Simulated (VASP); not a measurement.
# InP (km) (F-43m) in VASP: single point with PBEsol

Aim: the single point of InP (km) with PBEsol.

Program: VASP 6.6.1. These are calculated values, not measurements. Logs are shortened: lines on timing, memory, paths and dates and some standing lists are left out, and cuts for length are marked.

### 1 The cell of the first run

Symmetry: F-43m, No. 216, cubic system. Conventional cell: a = 5.879 Å, b = 5.879 Å, c = 5.879 Å, α = 90.00°, β = 90.00°, γ = 90.00°. Within 3.4 Å of In (site symmetry -43m) lie 4 P at 2.55 Å. Within 3.4 Å of P (site symmetry -43m) lie 4 In at 2.55 Å.

### 2 Single point, PBEsol

Input file INCAR:

```
SYSTEM = InP
PREC = Accurate
ENCUT = 500
EDIFF = 1E-6
ISMEAR = 0
SIGMA = 0.02
LREAL = .False.
LASPH = .True.
NELM = 120
ALGO = Normal
ISIF = 2
LWAVE = .False.
LCHARG = .False.
GGA = PS
NBANDS = 16
GGA_COMPAT = .False.
```

Input file KPOINTS:

```
Automatic mesh
0
Gamma
  6 6 6
  0 0 0
```

Input file POSCAR:

```
InP
1.0
    0.0000000000      2.9394395703      2.9394395703
    2.9394395703      0.0000000000      2.9394395703
    2.9394395703      2.9394395703      0.0000000000
In P
1 1
Direct
    0.0000000000      0.0000000000      0.0000000000
    0.2500000000      0.2500000000      0.2500000000
```

Potentials or basis: VASP PAW PBE potentials, release 64 (In_d, P).

The run is started by

```bash
cat potpaw_PBE.64/In_d/POTCAR potpaw_PBE.64/P/POTCAR > POTCAR
mpirun -np 1 vasp_std > vasp.out
```

OUTCAR:

```text
SYSTEM = InP
   PREC = Accurate
   ENCUT = 500
   EDIFF = 1E-6
   ISMEAR = 0
   LREAL = .False.
   LASPH = .True.
   NELM = 120
   ISIF = 2
   GGA = PS

 ion  position               nearest neighbor table
   1  0.000  0.000  0.000-   2 2.55   2 2.55   2 2.55   2 2.55
   2  0.250  0.250  0.250-   1 2.55   1 2.55   1 2.55   1 2.55

  LATTYP: Found a face centered cubic cell.
 ALAT       =     5.8788791406

  Lattice vectors:

 A1 = (   0.0000000000,   2.9394395703,   2.9394395703)
 A2 = (   2.9394395703,   0.0000000000,   2.9394395703)
 A3 = (   2.9394395703,   2.9394395703,   0.0000000000)

Analysis of symmetry for initial positions (statically):
=====================================================================
 Subroutine PRICEL returns:
 Original cell was already a primitive cell.

 Routine SETGRP: Setting up the symmetry group for a
 face centered cubic supercell.

 Subroutine GETGRP returns: Found 24 space group operations
 (whereof 24 operations were pure point group operations)
 out of a pool of 48 trial point group operations.

The static configuration has the point symmetry T_d .

Analysis of symmetry for dynamics (positions and initial velocities):
=====================================================================
 Subroutine PRICEL returns:
 Original cell was already a primitive cell.

 Routine SETGRP: Setting up the symmetry group for a
 face centered cubic supercell.

 Subroutine GETGRP returns: Found 24 space group operations
 (whereof 24 operations were pure point group operations)
 out of a pool of 48 trial point group operations.

The dynamic configuration has the point symmetry T_d .

 Subroutine INISYM returns: Found 24 space group operations
 (whereof 24 operations are pure point group operations),
 and found     1 'primitive' translations

----------------------------------------------------------------------------------------

                                     Primitive cell

  volume of cell :      50.7953

  direct lattice vectors                    reciprocal lattice vectors
     0.000000000  2.939439570  2.939439570    -0.170100452  0.170100452  0.170100452
     2.939439570  0.000000000  2.939439570     0.170100452 -0.170100452  0.170100452
     2.939439570  2.939439570  0.000000000     0.170100452  0.170100452 -0.170100452

  length of vectors
     4.156995306  4.156995306  4.156995306     0.294622626  0.294622626  0.294622626

  position of ions in fractional coordinates (direct lattice)
     0.000000000  0.000000000  0.000000000
     0.250000000  0.250000000  0.250000000

  ion indices of the primitive-cell ions
   primitive index   ion index
                 1           1
                 2           2

----------------------------------------------------------------------------------------

 KPOINTS: Automatic mesh

Automatic generation of k-mesh.
 Grid dimensions read from file:
 generate k-points for:    6    6    6

 Generating k-lattice:

  Cartesian coordinates                     Fractional coordinates (reciprocal lattice)
    -0.028350075  0.028350075  0.028350075     0.166666667  0.000000000  0.000000000
     0.028350075 -0.028350075  0.028350075     0.000000000  0.166666667  0.000000000
     0.028350075  0.028350075 -0.028350075     0.000000000  0.000000000  0.166666667

  Length of vectors
     0.049103771  0.049103771  0.049103771

  Shift w.r.t. Gamma in fractional coordinates (k-lattice)
     0.000000000  0.000000000  0.000000000

 Subroutine IBZKPT returns following result:
 ===========================================

 Found     16 irreducible k-points:

 Following reciprocal coordinates:
            Coordinates               Weight
  0.000000  0.000000  0.000000      1.000000
  0.166667  0.000000  0.000000      8.000000
  0.333333  0.000000  0.000000      8.000000
  0.500000  0.000000  0.000000      4.000000
  0.166667  0.166667  0.000000      6.000000
  0.333333  0.166667  0.000000     24.000000
[... 8 lines left out ...]
 -0.333333  0.333333  0.166667     24.000000
 -0.333333  0.500000  0.166667     12.000000
   k-points           NKPTS =     16   k-points in BZ     NKDIM =     16   number of bands    NBANDS=     16
   number of dos      NEDOS =    301   number of ions     NIONS =      2
   total plane-waves  NPLWV =  27000
   dimension x,y,z NGX =    30 NGY =   30 NGZ =   30
   dimension x,y,z NGXF=    60 NGYF=   60 NGZF=   60
   ions per type =               1   1
   NGX,Y,Z   is equivalent  to a cutoff of  12.00, 12.00, 12.00 a.u.
   NGXF,Y,Z  is equivalent  to a cutoff of  24.00, 24.00, 24.00 a.u.
 SYSTEM =  InP
   PREC   = accura    normal or accurate (medium, high low for compatibility)
   ISTART =      0    job   : 0-new  1-cont  2-samecut
   ICHARG =      2    charge: 1-file 2-atom 10-const
   ISPIN  =      1    spin polarized calculation?
   LNONCOLLINEAR =      F non collinear calculations
   LSORBIT =      F    spin-orbit coupling
   LASPH  =      T    aspherical Exc in radial PAW
   ENCUT  =  500.0 eV  36.75 Ry    6.06 a.u.   7.58  7.58  7.58*2*pi/ulx,y,z
   NELM   =    120;   NELMIN=  2; NELMDL= -5     # of ELM steps
   EDIFF  = 0.1E-05   stopping-criterion for ELM
   LREAL  =      F    real-space projection
   EDIFFG = 0.1E-04   stopping-criterion for IOM
   NSW    =      0    number of steps for IOM
   IBRION =     -1    ionic relax: 0-MD 1-quasi-New 2-CG
   NFREE  =      0    steps in history (QN), initial steepest desc. (CG)
   ISIF   =      2    stress and relaxation
   ISYM   =      2    0-nonsym 1-usesym 2-fastsym
   POTIM  = 0.5000    time-step for ionic-motion
   TEBEG  =    0.0;   TEEND  =   0.0 temperature during run
   PSTRESS=    0.0 pullay stress
   NELECT =      18.0000    total number of electrons
   NUPDOWN=      -1.0000    fix difference up-down
   EMIN   =  10.00;   EMAX   =-10.00  energy-range for DOS
   EFERMI =   0.00;   METHOD = LEGACY
   ISMEAR =     0;   SIGMA  =   0.02  broadening in eV -4-tet -1-fermi 0-gaus
   EFERMI_NEDOS =   21; number of points for ismear=-14 and -15
   IALGO  =     38    algorithm
   IMIX   =      4    mixing-type and parameters
     AMIX     =   0.40;   BMIX     =  1.00
     AMIX_MAG =   1.60;   BMIX_MAG =  1.00
  volume/ion in A,a.u.               =      25.40       171.39
  Fermi-wavevector in a.u.,A,eV,Ry     =   1.158487  2.189223 18.260269  1.342092
  Thomas-Fermi vector in A             =   2.295089
   LORBIT       =      0    0 simple, 1 ext, 2 COOP (PROOUT), +10 PAW based schemes
   GGA     = PS    functional components
   LHFCALC =     F    Hartree Fock is set to
   AEXX    =    0.0000 exact exchange contribution
   IVDW    =     0    specifies the selected vdW correction
   LEPSILON=     F    determine dielectric tensor
   LRPA    =     F    only Hartree local field effects (RPA)
 non-spin polarized calculation
 Gauss-broadening in eV      SIGMA  =   0.02
  energy-cutoff  :      500.00
  volume of cell :       50.80
 maximum number of plane-waves:      1308
   NGX = 15   NGY = 15   NGZ = 15

 number of electron      18.0000005 magnetization

 Free energy of the ion-electron system (eV)
  ---------------------------------------------------
  ext. energy  EPLUGINS =         0.00000000
  ---------------------------------------------------
  free energy    TOTEN  =        -9.14296120 eV

  energy without entropy =       -9.14296120  energy(sigma->0) =       -9.14296120

 E-fermi :   5.1207     XC(G=0):  -9.4365

 val. band max:        4.9989858950   @ k =   0.0000   0.0000   0.0000
 cond. band min:       5.5621082360   @ k =   0.0000   0.0000   0.0000
 fundamental gap:      0.5631223409
 Fermi energy:         5.1207421747

 k-point     1 :       0.0000    0.0000    0.0000
  band No.  band energies     occupation
      1      -9.1398      2.00000
      2      -9.1398      2.00000
      3      -9.1398      2.00000
      4      -8.9902      2.00000
      5      -8.9902      2.00000
      6      -6.4874      2.00000
[... 8 lines left out ...]
     15      14.4103      0.00000
     16      14.4103      0.00000

 k-point     2 :       0.1667    0.0000    0.0000
  band No.  band energies     occupation
      1      -9.1713      2.00000
      2      -9.1276      2.00000
      3      -9.1276      2.00000
      4      -8.9898      2.00000
      5      -8.9898      2.00000
      6      -6.1757      2.00000
[... 8 lines left out ...]
     15      13.5445      0.00000
     16      14.2510      0.00000

 k-point     3 :       0.3333    0.0000    0.0000
  band No.  band energies     occupation
      1      -9.2296      2.00000
      2      -9.1082      2.00000
      3      -9.1082      2.00000
      4      -8.9834      2.00000
      5      -8.9834      2.00000
      6      -5.3697      2.00000
[... 8 lines left out ...]
     15      14.0209      0.00000
     16      14.0209      0.00000

 k-point     4 :       0.5000    0.0000    0.0000
  band No.  band energies     occupation
      1      -9.2570      2.00000
      2      -9.1017      2.00000
      3      -9.1017      2.00000
      4      -8.9769      2.00000
      5      -8.9769      2.00000
      6      -4.7667      2.00000
[... 8 lines left out ...]
     15      15.5835      0.00000
     16      15.5835      0.00000

 k-point     5 :       0.1667    0.1667    0.0000
  band No.  band energies     occupation
      1      -9.1934      2.00000
      2      -9.1151      2.00000
      3      -9.1151      2.00000
      4      -9.0009      2.00000
      5      -8.9815      2.00000
      6      -6.0733      2.00000
[... 8 lines left out ...]
     15      14.6615      0.00000
     16      15.2671      0.00000

 k-point     6 :       0.3333    0.1667    0.0000
  band No.  band energies     occupation
      1      -9.2389      2.00000
      2      -9.0977      2.00000
      3      -9.0925      2.00000
      4      -9.0056      2.00000
      5      -8.9741      2.00000
      6      -5.4241      2.00000
[... 8 lines left out ...]
     15      14.9134      0.00000
     16      15.5727      0.00000

 k-point     7 :       0.5000    0.1667    0.0000
  band No.  band energies     occupation
      1      -9.2647      2.00000
      2      -9.0936      2.00000
      3      -9.0837      2.00000
      4      -8.9944      2.00000
      5      -8.9736      2.00000
      6      -4.6493      2.00000
[... 8 lines left out ...]
     15      15.6398      0.00000
     16      15.8056      0.00000

 k-point     8 :      -0.3333    0.1667    0.0000
  band No.  band energies     occupation
      1      -9.2527      2.00000
      2      -9.0968      2.00000
      3      -9.0912      2.00000
      4      -8.9874      2.00000
      5      -8.9831      2.00000
      6      -4.8666      2.00000
[... 8 lines left out ...]
     15      14.8759      0.00000
     16      16.0204      0.00000

 k-point     9 :      -0.1667    0.1667    0.0000
  band No.  band energies     occupation
      1      -9.2110      2.00000
      2      -9.1132      2.00000
      3      -9.1077      2.00000
      4      -8.9954      2.00000
      5      -8.9828      2.00000
      6      -5.6932      2.00000
[... 8 lines left out ...]
     15      14.3493      0.00000
     16      15.7410      0.00000

 k-point    10 :       0.3333    0.3333    0.0000
  band No.  band energies     occupation
      1      -9.2830      2.00000
      2      -9.0636      2.00000
      3      -9.0636      2.00000
      4      -9.0268      2.00000
      5      -8.9642      2.00000
      6      -4.9915      2.00000
[... 8 lines left out ...]
     15      15.3055      0.00000
     16      18.1293      0.00000

 k-point    11 :       0.5000    0.3333    0.0000
  band No.  band energies     occupation
      1      -9.2995      2.00000
      2      -9.0606      2.00000
      3      -9.0508      2.00000
      4      -9.0248      2.00000
      5      -8.9635      2.00000
      6      -4.3349      2.00000
[... 8 lines left out ...]
     15      15.8185      0.00000
     16      16.9180      0.00000

 k-point    12 :      -0.3333    0.3333    0.0000
  band No.  band energies     occupation
      1      -9.2803      2.00000
      2      -9.0802      2.00000
      3      -9.0617      2.00000
      4      -9.0044      2.00000
      5      -8.9784      2.00000
      6      -4.2594      2.00000
[... 8 lines left out ...]
     15      14.1327      0.00000
     16      17.9911      0.00000

 k-point    13 :       0.5000    0.5000    0.0000
  band No.  band energies     occupation
      1      -9.3222      2.00000
      2      -9.0412      2.00000
      3      -9.0369      2.00000
      4      -9.0369      2.00000
      5      -8.9556      2.00000
      6      -4.1120      2.00000
[... 8 lines left out ...]
     15      15.7575      0.00000
     16      16.7357      0.00000

 k-point    14 :       0.5000    0.3333    0.1667
  band No.  band energies     occupation
      1      -9.2697      2.00000
      2      -9.0865      2.00000
      3      -9.0681      2.00000
      4      -9.0096      2.00000
      5      -8.9722      2.00000
      6      -4.7409      2.00000
[... 8 lines left out ...]
     15      15.9854      0.00000
     16      16.6588      0.00000

 k-point    15 :      -0.3333    0.3333    0.1667
  band No.  band energies     occupation
      1      -9.2792      2.00000
      2      -9.0871      2.00000
      3      -9.0575      2.00000
      4      -9.0042      2.00000
      5      -8.9770      2.00000
      6      -4.2583      2.00000
[... 8 lines left out ...]
     15      15.9588      0.00000
     16      16.5001      0.00000

 k-point    16 :      -0.3333    0.5000    0.1667
  band No.  band energies     occupation
      1      -9.2984      2.00000
      2      -9.0689      2.00000
      3      -9.0449      2.00000
      4      -9.0184      2.00000
      5      -8.9687      2.00000
      6      -4.0529      2.00000
[... 8 lines left out ...]
     15      16.2011      0.00000
     16      16.8802      0.00000

------------------------ aborting loop because EDIFF is reached ----------------------------------------

  FORCE on cell =-STRESS in cart. coord.  units (eV):
  Direction    XX          YY          ZZ          XY          YZ          ZX
  --------------------------------------------------------------------------------------
  -------------------------------------------------------------------------------------
  Total       -0.0128320     -0.0128320     -0.0128320     -0.0000000     -0.0000000      0.0000000
  in kB       -0.4047456     -0.4047456     -0.4047456     -0.0000000     -0.0000000      0.0000000
  external PRESSURE =      -0.4047456 kB  Pullay stress =       0.0000000 kB

 VOLUME and BASIS-vectors are now :
 -----------------------------------------------------------------------------
  energy-cutoff  :      500.00
  volume of cell :       50.80
      direct lattice vectors                 reciprocal lattice vectors
     0.000000000  2.939439570  2.939439570    -0.170100452  0.170100452  0.170100452
     2.939439570  0.000000000  2.939439570     0.170100452 -0.170100452  0.170100452
     2.939439570  2.939439570  0.000000000     0.170100452  0.170100452 -0.170100452

 POSITION                                       TOTAL-FORCE (eV/Angst)
 -----------------------------------------------------------------------------------
      0.00000      0.00000      0.00000         0.000000      0.000000      0.000000
      1.46972      1.46972      1.46972        -0.000000     -0.000000     -0.000000
 -----------------------------------------------------------------------------------
    total drift:                                0.000000      0.000000     -0.000000

  FREE ENERGIE OF THE ION-ELECTRON SYSTEM (eV)
  ---------------------------------------------------
  free  energy   TOTEN  =        -9.1429611959 eV

  energy  without entropy=       -9.1429611959  energy(sigma->0) =       -9.14296120
```

Wall time 18 s (1 thread of Intel Xeon Platinum 8375C at 2.90GHz (Ice Lake), shared host); peak memory 0.16 GiB.

What came out:

```
Free energy            : -9.1430 eV
Pressure               : 0.0 GPa
Band gap on the k mesh : 0.56 eV, direct
```

Levels at points of the mesh, in eV from the valence-band top:
```csv
k point,band 5,band 6,band 7,band 8,band 9,band 10,band 11,band 12,band 13,band 14
"(0.00, 0.00, 0.00)",-13.99,-11.49,0.00,0.00,0.00,0.56,4.01,4.01,4.01,8.31
"(0.50, 0.00, 0.00)",-13.98,-9.77,-5.76,-0.97,-0.97,1.38,4.73,4.73,6.93,9.27
"(0.50, 0.50, 0.00)",-13.95,-9.11,-5.78,-2.32,-2.32,1.64,2.16,9.04,9.46,9.46
```

Caveat: the PAW data sets were made with another functional, which shifts forces and pressure a little; spin-orbit coupling is left out, which moves the levels of the heavy elements. Expect the measured gap to be larger: semilocal functionals such as PBEsol lack the derivative discontinuity.
